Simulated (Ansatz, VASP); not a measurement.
**ZnO: VASP beside Ansatz**

```
CELL_PARAMETERS angstrom
3.18696 0.00000 0.00000
-1.59348 2.75999 0.00000
0.00000 0.00000 5.15276
ATOMIC_POSITIONS crystal
Zn 0.33333 0.66667 0.99980
Zn 0.66667 0.33333 0.49980
O 0.33333 0.66667 0.37820
O 0.66667 0.33333 0.87820
```

Alike in both runs: functional LDA; k mesh 9 × 9 × 6; occupations gaussian, width 0.02 eV; no spin polarisation.

Ansatz relaxed the structure, and its values are those at the end. VASP's run is a single point on that final structure, the one shown.

|  | VASP | Ansatz |
| --- | --- | --- |
| version | VASP 6.6.1 | Ansatz 0.2.0 |
| potentials or method | VASP PAW LDA potentials, release 64 (Zn, O), cutoff 600 eV | scalar-relativistic, plane waves, PAW |
| valence electrons in the cell | 36 | 36 |

|  | VASP | Ansatz | Ansatz less VASP |
| --- | --- | --- | --- |
| gap on the k mesh at the Fermi level (eV) | 0.81 | 0.80 | -0.009 |
| least direct gap on the mesh (eV) | 0.81 | 0.80 | -0.009 |
| pressure (GPa) | 0.9 | 0.0 | -0.90 |

LDA's correlation is that of Perdew and Zunger in VASP and of Perdew and Wang (1992) in Ansatz.
